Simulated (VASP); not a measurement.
# C (Fd-3m) in VASP: notebook, part 2 of 2

VASP 6.6.1. The steps go on from the part before.

## Step 4: G0W0 quasiparticle levels, PBE

This run uses another cell than the first one, of 5.64 Å³/atom, 1.096 times its volume.

File POSCAR:

```
C
1.0
    0.0000000000      1.7801241425      1.7801241425
    1.7801241425      0.0000000000      1.7801241425
    1.7801241425      1.7801241425      0.0000000000
C
2
Direct
    0.0000000000      0.0000000000      0.0000000000
    0.2500000000      0.2500000000      0.2500000000
```

File INCAR.step1:

```
PREC = Accurate
ENCUT = 500
EDIFF = 1E-8
ISMEAR = 0
SIGMA = 0.01
LREAL = False
LASPH = True
NELM = 100
ALGO = Normal
LWAVE = True
LCHARG = False
GGA = PE
```

File INCAR.step2:

```
PREC = Accurate
ENCUT = 500
EDIFF = 1E-8
ISMEAR = 0
SIGMA = 0.01
LREAL = False
LASPH = True
NELM = 1
ALGO = Exact
LWAVE = True
LCHARG = False
GGA = PE
NBANDS = 51
LOPTICS = True
ISTART = 1
```

File INCAR.step3:

```
PREC = Accurate
ENCUT = 500
EDIFF = 1E-8
ISMEAR = 0
SIGMA = 0.01
LREAL = False
LASPH = True
ALGO = EVGW0
LWAVE = False
LCHARG = False
GGA = PE
NELMGW = 1
NBANDS = 51
ENCUTGW = 150.0
NOMEGA = 48
PRECFOCK = Fast
ISTART = 1
NBANDSGW = 12
```

File KPOINTS:

```
regular mesh
0
Gamma
  6 6 6
```

Potentials or basis: VASP PAW PBE potentials, release 64 (C_GW).

The run is started by

```console
$ cat potpaw_PBE.64/C_GW/POTCAR > POTCAR
$ cp INCAR.step1 INCAR
$ mpirun -np 1 vasp_std > vasp.out
$ cp INCAR.step2 INCAR
$ mpirun -np 1 vasp_std > vasp.out
$ cp INCAR.step3 INCAR
$ mpirun -np 1 vasp_std > vasp.out
```

OUTCAR:

```text
PREC = Accurate
   ENCUT = 500
   EDIFF = 1E-8
   ISMEAR = 0
   LREAL = False
   LASPH = True
   GGA = PE
   NELMGW = 1
   ENCUTGW = 150.0
   PRECFOCK = Fast
   ISTART = 1

 ion  position               nearest neighbor table
   1  0.000  0.000  0.000-   2 1.54   2 1.54   2 1.54   2 1.54
   2  0.250  0.250  0.250-   1 1.54   1 1.54   1 1.54   1 1.54

  LATTYP: Found a face centered cubic cell.
 ALAT       =     3.5602482850

  Lattice vectors:

 A1 = (   0.0000000000,   1.7801241425,   1.7801241425)
 A2 = (   1.7801241425,   0.0000000000,   1.7801241425)
 A3 = (   1.7801241425,   1.7801241425,   0.0000000000)

Analysis of symmetry for initial positions (statically):
=====================================================================
 Subroutine PRICEL returns:
 Original cell was already a primitive cell.

 Routine SETGRP: Setting up the symmetry group for a
 face centered cubic supercell.

 Subroutine GETGRP returns: Found 48 space group operations
 (whereof 24 operations were pure point group operations)
 out of a pool of 48 trial point group operations.

The static configuration has the point symmetry T_d .
 The point group associated with its full space group is O_h .

Analysis of symmetry for dynamics (positions and initial velocities):
=====================================================================
 Subroutine PRICEL returns:
 Original cell was already a primitive cell.

 Routine SETGRP: Setting up the symmetry group for a
 face centered cubic supercell.

 Subroutine GETGRP returns: Found 48 space group operations
 (whereof 24 operations were pure point group operations)
 out of a pool of 48 trial point group operations.

The dynamic configuration has the point symmetry T_d .
 The point group associated with its full space group is O_h .

 Subroutine INISYM returns: Found 48 space group operations
 (whereof 24 operations are pure point group operations),
 and found     1 'primitive' translations

----------------------------------------------------------------------------------------

                                     Primitive cell

  volume of cell :      11.2819

  direct lattice vectors                    reciprocal lattice vectors
     0.000000000  1.780124143  1.780124143    -0.280879287  0.280879287  0.280879287
     1.780124143  0.000000000  1.780124143     0.280879287 -0.280879287  0.280879287
     1.780124143  1.780124143  0.000000000     0.280879287  0.280879287 -0.280879287

  length of vectors
     2.517475705  2.517475705  2.517475705     0.486497196  0.486497196  0.486497196

  position of ions in fractional coordinates (direct lattice)
     0.000000000  0.000000000  0.000000000
     0.250000000  0.250000000  0.250000000

  ion indices of the primitive-cell ions
   primitive index   ion index
                 1           1
                 2           2
[... 20 lines left out ...]
     0.000000000  0.000000000  0.000000000

 Subroutine IBZKPT returns following result:
 ===========================================

 Found     16 irreducible k-points:

 Following reciprocal coordinates:
            Coordinates               Weight
  0.000000  0.000000  0.000000      1.000000
  0.166667  0.000000  0.000000      8.000000
  0.333333  0.000000  0.000000      8.000000
  0.500000  0.000000  0.000000      4.000000
  0.166667  0.166667  0.000000      6.000000
  0.333333  0.166667  0.000000     24.000000
[... 8 lines left out ...]
 -0.333333  0.333333  0.166667     24.000000
 -0.333333  0.500000  0.166667     12.000000
   k-points           NKPTS =     16   k-points in BZ     NKDIM =    216   number of bands    NBANDS=     51
   number of dos      NEDOS =    301   number of ions     NIONS =      2
   total plane-waves  NPLWV =   5832
   dimension x,y,z NGX =    18 NGY =   18 NGZ =   18
   dimension x,y,z NGXF=    36 NGYF=   36 NGZF=   36
   ions per type =               2
   NGX,Y,Z   is equivalent  to a cutoff of  11.89, 11.89, 11.89 a.u.
   NGXF,Y,Z  is equivalent  to a cutoff of  23.77, 23.77, 23.77 a.u.
 SYSTEM =  unknown system
   PREC   = accura    normal or accurate (medium, high low for compatibility)
   ISTART =      1    job   : 0-new  1-cont  2-samecut
   ICHARG =      0    charge: 1-file 2-atom 10-const
   ISPIN  =      1    spin polarized calculation?
   LNONCOLLINEAR =      F non collinear calculations
   LSORBIT =      F    spin-orbit coupling
   LASPH  =      T    aspherical Exc in radial PAW
   ENCUT  =  500.0 eV  36.75 Ry    6.06 a.u.   4.59  4.59  4.59*2*pi/ulx,y,z
   NELM   =     60;   NELMIN=  2; NELMDL=  0     # of ELM steps
   EDIFF  = 0.1E-07   stopping-criterion for ELM
   LREAL  =      F    real-space projection
   EDIFFG = 0.1E-06   stopping-criterion for IOM
   NSW    =      0    number of steps for IOM
   IBRION =     -1    ionic relax: 0-MD 1-quasi-New 2-CG
   NFREE  =      0    steps in history (QN), initial steepest desc. (CG)
   ISIF   =      0    stress and relaxation
   ISYM   =      3    0-nonsym 1-usesym 2-fastsym
   POTIM  = 0.5000    time-step for ionic-motion
   TEBEG  =    0.0;   TEEND  =   0.0 temperature during run
   PSTRESS=    0.0 pullay stress
   NELECT =       8.0000    total number of electrons
   NUPDOWN=      -1.0000    fix difference up-down
   EMIN   =  10.00;   EMAX   =-10.00  energy-range for DOS
   EFERMI =   0.00;   METHOD = LEGACY
   ISMEAR =     0;   SIGMA  =   0.01  broadening in eV -4-tet -1-fermi 0-gaus
   EFERMI_NEDOS =   21; number of points for ismear=-14 and -15
   IALGO  =     38    algorithm
   IMIX   =      4    mixing-type and parameters
     AMIX     =   0.40;   BMIX     =  1.00
     AMIX_MAG =   1.60;   BMIX_MAG =  1.00
  volume/ion in A,a.u.               =       5.64        38.07
  Fermi-wavevector in a.u.,A,eV,Ry     =   1.459860  2.758735 28.996616  2.131191
  Thomas-Fermi vector in A             =   2.576377
   LORBIT       =      0    0 simple, 1 ext, 2 COOP (PROOUT), +10 PAW based schemes
   GGA     = PE    functional components
   LHFCALC =     T    Hartree Fock is set to
   PRECFOCK=fast      Normal, Fast or Accurate (Low or Medium for compatibility)
   ENCUT4O =  -1.0   cutoff for four orbital integrals eV
   NKREDX  =     1    reduce k-point grid by
   NKREDY  =     1    reduce k-point grid by
   NKREDZ  =     1    reduce k-point grid by
   AEXX    =    1.0000 exact exchange contribution
   HFSCREEN=    0.0000 screening length (either q_TF or 0.3 A-1)
   HFSCREENC=   0.0000 screening length for correlation (either q_TF or 0.3 A-1)
   ENCUTFOCK=  -1.0 apply spherical cutoff to Coloumb kernel
   IVDW    =     0    specifies the selected vdW correction
   LEPSILON=     F    determine dielectric tensor
   LRPA    =     F    only Hartree local field effects (RPA)
   LRPAFORCE           =     F    calculate RPA forces
   ENCUTGW             = 150.0    cutoff for response function in eV
   ENCUTGWSOFT         = 120.0    soft cutoff for Coulomb kernel in GW response function in eV
   ENCUTLF             =  -1.0    cutoff for local field effects
   NELMGW              =     1    number of iterations in solving QP/BSE equation
   NELMHF              =     1    number of iterations in the inner HF iteration
   NKREDLFX            =     1    NKREDLFY  =   1   NKREDLFZ  =   1
 non-spin polarized calculation
 Gauss-broadening in eV      SIGMA  =   0.01
  energy-cutoff  :      500.00
  volume of cell :       11.28
 maximum number of plane-waves:       302
  NGX = 12; NGY = 12; NGZ = 12
   NGX =  9   NGY =  9   NGZ =  9
 maximum number of plane-waves:        59

 QP shifts <psi_nk| G(iteration)W_0 |psi_nk>: iteration 1
 for sc-GW calculations column KS-energies equals QP-energies in previous step
 and V_xc(KS)=  KS-energies - (<T + V_ion + V_H > + <T+V_H+V_ion>^1  + <V_x>^1)

 k-point   1 :       0.0000    0.0000    0.0000
  band No.  KS-energies  QP-energies   sigma(KS)   V_xc(KS)     V^pw_x(r,r')   Z            occupation Imag(sigma)

      1     -11.7046     -13.3251     -16.9355     -14.7920     -25.4559       0.7560       2.0000       1.4723
      2       9.8438       9.3260     -17.4411     -16.8145     -19.2155       0.8264       2.0000       0.0780
      3       9.8438       9.3260     -17.4411     -16.8145     -19.2155       0.8264       2.0000       0.0780
      4       9.8438       9.3260     -17.4411     -16.8145     -19.2155       0.8264       2.0000       0.0780
      5      15.4505      16.6245     -14.1099     -15.5365      -9.3291       0.8229       0.0000      -0.1076
      6      15.4505      16.6245     -14.1099     -15.5365      -9.3291       0.8229       0.0000      -0.1076
      7      15.4505      16.6245     -14.1099     -15.5365      -9.3291       0.8229       0.0000      -0.1076
      8      23.2911      24.4041     -14.9447     -16.3841      -7.7685       0.7732       0.0000      -0.2621
      9      29.2089      29.6142     -11.3907     -11.8925      -4.3427       0.8077       0.0000      -0.4155
     10      36.4414      37.5745     -12.5439     -13.9081      -5.9182       0.8306       0.0000      -0.5969
     11      36.4414      37.5745     -12.5439     -13.9081      -5.9182       0.8306       0.0000      -0.5969
     12      37.4454      38.0425     -10.8135     -11.5373      -3.2737       0.8249       0.0000      -1.0318
[... 228 lines left out ...]
      1      -2.4120      -3.7259     -17.5294     -15.8009     -23.3944       0.7601       2.0000       0.4176
      2      -2.4120      -3.7259     -17.5294     -15.8009     -23.3944       0.7601       2.0000       0.4176
      3       1.9896       0.9243     -16.4694     -15.1269     -20.2840       0.7935       2.0000       0.1793
      4       1.9896       0.9243     -16.4694     -15.1269     -20.2840       0.7935       2.0000       0.1793
      5      18.0912      19.0169     -13.1262     -14.2519      -7.6327       0.8223       0.0000      -0.1399
      6      18.0912      19.0169     -13.1262     -14.2519      -7.6327       0.8223       0.0000      -0.1399
      7      24.4266      25.8842     -14.3701     -16.2511      -6.9648       0.7749       0.0000      -0.3006
      8      24.4266      25.8842     -14.3701     -16.2511      -6.9648       0.7749       0.0000      -0.3006
      9      31.6282      32.9119     -13.6465     -15.2864      -5.4953       0.7828       0.0000      -0.6304
     10      31.6282      32.9119     -13.6465     -15.2864      -5.4953       0.7828       0.0000      -0.6304
     11      40.6171      41.6094     -12.1874     -13.4156      -4.2605       0.8080       0.0000      -1.0686
     12      40.6171      41.6094     -12.1874     -13.4156      -4.2605       0.8080       0.0000      -1.0686
```

Wall time 94 s (1 thread of Intel Xeon 8259CL, shared host); peak memory 0.2 GiB.

What came out:

| Property | Result |
| --- | --- |
| Band gap on the k mesh, mean-field level | 4.17 eV, indirect (least direct gap 5.61 eV) |
| Quasiparticle gap | 5.44 eV |
| Least direct quasiparticle gap | 7.30 eV |

Levels at points of the mesh, in eV from the valence-band top:
```
           k point  band 2  band 3  band 4  band 5  band 6  band 7
(0.00, 0.00, 0.00)    0.00    0.00    0.00    5.61    5.61    5.61
(0.50, 0.00, 0.00)  -13.44   -2.81   -2.81    8.48    8.48    8.92
(0.50, 0.50, 0.00)  -12.81   -6.33   -6.33    4.77    4.77   16.90
```

Caveat: the k points lie up to 0.51 Å⁻¹ apart; the cutoff is under 1.25 times the usual one of these potentials, so pressure, stress and relaxed cells hold a basis-set (Pulay) error; bands, screening cutoff and mesh are small and nothing is extrapolated, so the quasiparticle values aren't converged.
